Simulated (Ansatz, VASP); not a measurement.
**One calculation of F, two programs**

```
F
1.0
     3.26153   -1.75813   -0.25156
     3.26153    1.75813   -0.25156
    -2.48726    0.00000    7.05524
F
4
Direct
  0.08485 0.08485 0.09400
  0.91515 0.91515 0.90600
  0.50157 0.50157 0.59372
  0.49843 0.49843 0.40628
```

Change from the starting cell: volume 19.678 Å^3 an atom, stretch along a over the lengths across it, relative to the relaxed cell 1.0662.

Alike in both runs: task single point; functional PBEsol; k mesh 4 × 4 × 2; occupations gaussian, width 0.05 eV; no spin polarisation.

|  | VASP | Ansatz |
| --- | --- | --- |
| version | VASP 6.6.1 | Ansatz 0.2.0 |
| potentials or method | VASP PAW PBE potentials, release 64 (F), cutoff 520 eV | scalar-relativistic, plane waves, PAW |
| valence electrons in the cell | 28 | 28 |

VASP gave:

- gap on the k mesh at the Fermi level (eV): 3.12
- least direct gap on the mesh (eV): 3.21
- pressure (GPa): 0.8
- traceless stress, the component that is largest in VASP (GPa): 1.98
- rms of the force components (eV/Å): 0.382

Problem. Which values does Ansatz return?

Solution. gap on the k mesh at the Fermi level (eV): 3.20; least direct gap on the mesh (eV): 3.29; pressure (GPa): 0.4; traceless stress, the component that is largest in VASP (GPa): 0.64; rms of the force components (eV/Å): 0.125.

VASP's potentials were made for PBE, not for PBEsol. Atom by atom the forces differ by 0.257 eV/Å (rms over components).

The k mesh is coarse, so the values compare programs but aren't converged.
